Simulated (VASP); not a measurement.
# CoSi (WC type) (P-6m2) in VASP: a series of runs

CoSi (WC type) is run at these levels: PBE; tasks: relaxation of shape and atoms at fixed volume.

All numbers are computed with VASP 6.6.1; they aren't measurements. Logs are shortened: lines on timing, memory, paths and dates and some standing lists are left out, and cuts for length are marked.

### 1 The cell of the first run

The structure is hexagonal, space group P-6m2 (No. 187). Conventional cell: a = 3.016 Å, b = 3.016 Å, c = 2.284 Å, α = 90.00°, β = 90.00°, γ = 120.00°. Within 2.8 Å of Co (site symmetry -6m2) lie 6 Si at 2.08 Å and 2 Co at 2.28 Å. Within 2.8 Å of Si (site symmetry -6m2) lie 6 Co at 2.08 Å and 2 Si at 2.28 Å.

### 2 Relaxation of shape and atoms at fixed volume, PBE

File INCAR:

```
PREC = Accurate
ENCUT = 600
EDIFF = 1E-7
ISMEAR = -1
SIGMA = 0.05
LREAL = False
LASPH = True
NELM = 120
ALGO = Normal
ISIF = 4
LWAVE = False
LCHARG = False
GGA = PE
IBRION = 2
NSW = 50
EDIFFG = -0.005
GGA_COMPAT = False
NELMIN = 4
```

File KPOINTS:

```
regular mesh
0
Gamma
  16 16 14
```

File POSCAR:

```
CoSi
1.0
    3.0162075248      0.0000000000      0.0000000000
   -1.5081037624      2.6121123396      0.0000000000
    0.0000000000      0.0000000000      2.2836769214
Co Si
1 1
Direct
    0.0000000000      0.0000000000      0.0000000000
    0.3333333333      0.6666666667      0.5000000000
```

Potentials or basis: VASP PAW PBE potentials, release 64 (Co, Si).

Run with:

```bash
$ cat potpaw_PBE.64/Co/POTCAR potpaw_PBE.64/Si/POTCAR > POTCAR
$ mpirun -np 1 vasp_std > vasp.out
```

OUTCAR:

```text
PREC = Accurate
   ENCUT = 600
   EDIFF = 1E-7
   ISMEAR = -1
   LREAL = False
   LASPH = True
   NELM = 120
   ISIF = 4
   GGA = PE
   IBRION = 2
   NSW = 50
   EDIFFG = -0.005
   NELMIN = 4

 ion  position               nearest neighbor table
   1  0.000  0.000  0.000-   2 2.08   2 2.08   2 2.08   2 2.08   2 2.08   2 2.08
   2  0.333  0.667  0.500-   1 2.08   1 2.08   1 2.08   1 2.08   1 2.08   1 2.08

  LATTYP: Found a hexagonal cell.
 ALAT       =     3.0162075248
 C/A-ratio  =     0.7571352112

  Lattice vectors:

 A1 = (   3.0162075248,   0.0000000000,   0.0000000000)
 A2 = (  -1.5081037624,   2.6121123396,   0.0000000000)
 A3 = (   0.0000000000,   0.0000000000,   2.2836769214)

Analysis of symmetry for initial positions (statically):
=====================================================================
 Subroutine PRICEL returns:
 Original cell was already a primitive cell.

 Routine SETGRP: Setting up the symmetry group for a
 hexagonal supercell.

 Subroutine GETGRP returns: Found 12 space group operations
 (whereof 12 operations were pure point group operations)
 out of a pool of 24 trial point group operations.

The static configuration has the point symmetry D_3h.

Analysis of symmetry for dynamics (positions and initial velocities):
=====================================================================
 Subroutine PRICEL returns:
 Original cell was already a primitive cell.

 Routine SETGRP: Setting up the symmetry group for a
 hexagonal supercell.

 Subroutine GETGRP returns: Found 12 space group operations
 (whereof 12 operations were pure point group operations)
 out of a pool of 24 trial point group operations.

The dynamic configuration has the point symmetry D_3h.

 Subroutine INISYM returns: Found 12 space group operations
 (whereof 12 operations are pure point group operations),
 and found     1 'primitive' translations

----------------------------------------------------------------------------------------

                                     Primitive cell

  volume of cell :      17.9923

  direct lattice vectors                    reciprocal lattice vectors
     3.016207525  0.000000000  0.000000000     0.331542174  0.191415963  0.000000000
    -1.508103762  2.612112340  0.000000000     0.000000000  0.382831927  0.000000000
     0.000000000  0.000000000  2.283676921     0.000000000  0.000000000  0.437890312

  length of vectors
     3.016207525  3.016207525  2.283676921     0.382831927  0.382831927  0.437890312

  position of ions in fractional coordinates (direct lattice)
     0.000000000  0.000000000  0.000000000
     0.333333333  0.666666667  0.500000000

  ion indices of the primitive-cell ions
   primitive index   ion index
                 1           1
                 2           2

----------------------------------------------------------------------------------------

 KPOINTS: regular mesh

Automatic generation of k-mesh.
 Grid dimensions read from file:
 generate k-points for:   16   16   14

 Generating k-lattice:

  Cartesian coordinates                     Fractional coordinates (reciprocal lattice)
     0.020721386  0.011963498  0.000000000     0.062500000 -0.000000000  0.000000000
     0.000000000  0.023926995  0.000000000     0.000000000  0.062500000  0.000000000
     0.000000000  0.000000000  0.031277879     0.000000000  0.000000000  0.071428571

  Length of vectors
     0.023926995  0.023926995  0.031277879

  Shift w.r.t. Gamma in fractional coordinates (k-lattice)
     0.000000000  0.000000000  0.000000000

 Subroutine IBZKPT returns following result:
 ===========================================

 Found    240 irreducible k-points:

 Following reciprocal coordinates:
            Coordinates               Weight
  0.000000  0.000000  0.000000      1.000000
  0.062500  0.000000  0.000000      6.000000
  0.125000  0.000000  0.000000      6.000000
  0.187500  0.000000  0.000000      6.000000
  0.250000  0.000000  0.000000      6.000000
  0.312500  0.000000  0.000000      6.000000
[... 16 lines left out ...]
  0.187500  0.187500  0.000000      6.000000
  0.250000  0.187500  0.000000     12.000000
 [... further k-points ...]
   k-points           NKPTS =    240   k-points in BZ     NKDIM =    240   number of bands    NBANDS=     10
   number of dos      NEDOS =    301   number of ions     NIONS =      2
   total plane-waves  NPLWV =  10368
   dimension x,y,z NGX =    24 NGY =   24 NGZ =   18
   dimension x,y,z NGXF=    48 NGYF=   48 NGZF=   36
   ions per type =               1   1
   NGX,Y,Z   is equivalent  to a cutoff of  13.23, 13.23, 13.10 a.u.
   NGXF,Y,Z  is equivalent  to a cutoff of  26.46, 26.46, 26.21 a.u.
 SYSTEM =  unknown system
   PREC   = accura    normal or accurate (medium, high low for compatibility)
   ISTART =      0    job   : 0-new  1-cont  2-samecut
   ICHARG =      2    charge: 1-file 2-atom 10-const
   ISPIN  =      1    spin polarized calculation?
   LNONCOLLINEAR =      F non collinear calculations
   LSORBIT =      F    spin-orbit coupling
   LASPH  =      T    aspherical Exc in radial PAW
   ENCUT  =  600.0 eV  44.10 Ry    6.64 a.u.   6.02  6.02  4.56*2*pi/ulx,y,z
   NELM   =    120;   NELMIN=  4; NELMDL= -5     # of ELM steps
   EDIFF  = 0.1E-06   stopping-criterion for ELM
   LREAL  =      F    real-space projection
   EDIFFG = -.5E-02   stopping-criterion for IOM
   NSW    =     50    number of steps for IOM
   IBRION =      2    ionic relax: 0-MD 1-quasi-New 2-CG
   NFREE  =      1    steps in history (QN), initial steepest desc. (CG)
   ISIF   =      4    stress and relaxation
   ISYM   =      2    0-nonsym 1-usesym 2-fastsym
   POTIM  = 0.5000    time-step for ionic-motion
   TEBEG  =    0.0;   TEEND  =   0.0 temperature during run
   PSTRESS=    0.0 pullay stress
   NELECT =      13.0000    total number of electrons
   NUPDOWN=      -1.0000    fix difference up-down
   EMIN   =  10.00;   EMAX   =-10.00  energy-range for DOS
   EFERMI =   0.00;   METHOD = LEGACY
   ISMEAR =    -1;   SIGMA  =   0.05  broadening in eV -4-tet -1-fermi 0-gaus
   EFERMI_NEDOS =   21; number of points for ismear=-14 and -15
   IALGO  =     38    algorithm
   IMIX   =      4    mixing-type and parameters
     AMIX     =   0.40;   BMIX     =  1.00
     AMIX_MAG =   1.60;   BMIX_MAG =  1.00
  volume/ion in A,a.u.               =       9.00        60.71
  Fermi-wavevector in a.u.,A,eV,Ry     =   1.469017  2.776039 29.361506  2.158010
  Thomas-Fermi vector in A             =   2.584445
   LORBIT       =      0    0 simple, 1 ext, 2 COOP (PROOUT), +10 PAW based schemes
   GGA     = PE    functional components
   LHFCALC =     F    Hartree Fock is set to
   AEXX    =    0.0000 exact exchange contribution
   IVDW    =     0    specifies the selected vdW correction
   LEPSILON=     F    determine dielectric tensor
   LRPA    =     F    only Hartree local field effects (RPA)
 conjugate gradient relaxation of ions
 non-spin polarized calculation
  energy-cutoff  :      600.00
  volume of cell :       17.99
 maximum number of plane-waves:       615
   NGX = 13   NGY = 13   NGZ =  9

--------------------------------------- Ionic step        1  -------------------------------------------

 number of electron      13.0000008 magnetization

 Free energy of the ion-electron system (eV)
  ---------------------------------------------------
  ext. energy  EPLUGINS =         0.00000000
  ---------------------------------------------------
  free energy    TOTEN  =       -11.25351882 eV

  energy without entropy =      -11.24811552  energy(sigma->0) =      -11.25081717

------------------------ aborting loop because EDIFF is reached ----------------------------------------

  FORCE on cell =-STRESS in cart. coord.  units (eV):
  Direction    XX          YY          ZZ          XY          YZ          ZX
  --------------------------------------------------------------------------------------
  -------------------------------------------------------------------------------------
  Total       12.2901653     12.2901653     16.9896435      0.0000000     -0.0000000      0.0000000
  in kB     1094.4113130   1094.4113130   1512.8891743      0.0000000     -0.0000000      0.0000000
  external PRESSURE =    1233.9039334 kB  Pullay stress =       0.0000000 kB

 VOLUME and BASIS-vectors are now :
 -----------------------------------------------------------------------------
  energy-cutoff  :      600.00
  volume of cell :       17.99
      direct lattice vectors                 reciprocal lattice vectors
     3.016207525  0.000000000  0.000000000     0.331542174  0.191415963  0.000000000
    -1.508103762  2.612112340  0.000000000     0.000000000  0.382831927  0.000000000
     0.000000000  0.000000000  2.283676921     0.000000000  0.000000000  0.437890312
[... 37 lines left out ...]
 POSITION                                       TOTAL-FORCE (eV/Angst)
 -----------------------------------------------------------------------------------
      0.00000      0.00000      0.00000        -0.000000     -0.000000      0.000000
     -0.00000      1.67795      1.22984         0.000000      0.000000     -0.000000
 -----------------------------------------------------------------------------------
    total drift:                                0.000000     -0.000000      0.000000

  FREE ENERGIE OF THE ION-ELECTRON SYSTEM (eV)
  ---------------------------------------------------
  free  energy   TOTEN  =       -11.3857741891 eV

  energy  without entropy=      -11.3787893262  energy(sigma->0) =      -11.38228176

--------------------------------------- Ionic step        3  -------------------------------------------

 number of electron      13.0000001 magnetization

 Free energy of the ion-electron system (eV)
  ---------------------------------------------------
  ext. energy  EPLUGINS =         0.00000000
  ---------------------------------------------------
  free energy    TOTEN  =       -11.38680131 eV

  energy without entropy =      -11.38008768  energy(sigma->0) =      -11.38344450

 E-fermi :  15.3779     XC(G=0): -13.7376

 val. band max:       15.3715640548   @ k =   0.3750   0.1875   0.0714
 cond. band min:      15.3923885770   @ k =   0.1875   0.1875   0.0000
 fundamental gap:      0.0208245222
 Fermi energy:        15.3779341025

 k-point     1 :       0.0000    0.0000    0.0000
  band No.  band energies     occupation
      1       0.1156      2.00000
      2      10.0870      2.00000
      3      11.1142      2.00000
      4      11.1142      2.00000
      5      13.5583      2.00000
      6      13.5583      2.00000
      7      21.5058      0.00000
      8      21.5058      0.00000
      9      22.5902      0.00000
     10      22.7230      0.00000

 k-point     2 :       0.0625    0.0000    0.0000
  band No.  band energies     occupation
      1       0.2067      2.00000
      2      10.0600      2.00000
      3      11.0514      2.00000
      4      11.1663      2.00000
      5      13.5163      2.00000
      6      13.5495      2.00000
      7      20.8312      0.00000
      8      21.0995      0.00000
      9      22.5336      0.00000
     10      22.8504      0.00000
[... 274 lines left out ...]
 k-point    24 :       0.2500    0.1875    0.0000
  band No.  band energies     occupation
      1       3.2017      2.00000
      2       8.1773      2.00000
      3      10.0432      2.00000
      4      12.6643      2.00000
      5      12.8205      2.00000
      6      13.2489      2.00000
      7      14.6021      2.00000
      8      15.9716      0.00001
      9      25.2729      0.00000
     10      26.4847      0.00000

 [... further k-points ...]
[... 5 lines left out ...]
  --------------------------------------------------------------------------------------
  -------------------------------------------------------------------------------------
  Total       12.8155040     12.8155040     12.8139731      0.0000000      0.0000000      0.0000000
  in kB     1141.1915325   1141.1915326   1141.0552058      0.0000000      0.0000000      0.0000000
  external PRESSURE =    1141.1460903 kB  Pullay stress =       0.0000000 kB

 VOLUME and BASIS-vectors are now :
 -----------------------------------------------------------------------------
  energy-cutoff  :      600.00
  volume of cell :       17.99
      direct lattice vectors                 reciprocal lattice vectors
     2.917415207  0.000000000  0.000000000     0.342769174  0.197897875  0.000000000
    -1.458707603  2.526555682  0.000000000     0.000000000  0.395795750  0.000000000
     0.000000000 -0.000000000  2.440959740     0.000000000 -0.000000000  0.409674926

 POSITION                                       TOTAL-FORCE (eV/Angst)
 -----------------------------------------------------------------------------------
      0.00000      0.00000      0.00000        -0.000000     -0.000000      0.000000
     -0.00000      1.68437      1.22048         0.000000      0.000000      0.000000
 -----------------------------------------------------------------------------------
    total drift:                                0.000000     -0.000000      0.000000

  FREE ENERGIE OF THE ION-ELECTRON SYSTEM (eV)
  ---------------------------------------------------
  free  energy   TOTEN  =       -11.3868013119 eV

  energy  without entropy=      -11.3800876822  energy(sigma->0) =      -11.38344450

 reached required accuracy - stopping structural energy minimisation
```

Run time: 45 s. Hardware: 1 thread of Intel Xeon Platinum 8488C (Sapphire Rapids), shared host; peak memory 0.18 GiB.

What came out:

```yaml
Free_energy: -11.3868 eV
Energy_gained_by_relaxing: 66.6 meV/atom
Ionic_steps: 3
Pressure_after_relaxing: 114.1 GPa
Band_gap_on_the_k_mesh: zero (an odd number of electrons rules out a gap without spin polarisation)
```

Step by step:
```csv
step,energy change (eV),largest force (eV/Å),pressure (GPa),volume (Å³)
1,0.0000,0.0000,123.39,17.99
2,-0.1323,0.0000,113.34,17.99
3,-0.1333,0.0000,114.11,17.99
```

Final structure:
```
Co Si
1.0
     2.91742    0.00000    0.00000
    -1.45871    2.52656    0.00000
     0.00000    0.00000    2.44096
Co Si
1 1
Direct
  0.00000 0.00000 0.00000
  0.33333 0.66667 0.50000
```

Caveat: the run has no spin polarisation, though such a crystal can be magnetic. Spin polarisation is off, so any magnetic state and its effect on volume and gap are missing.

[end of part 1 of 2]
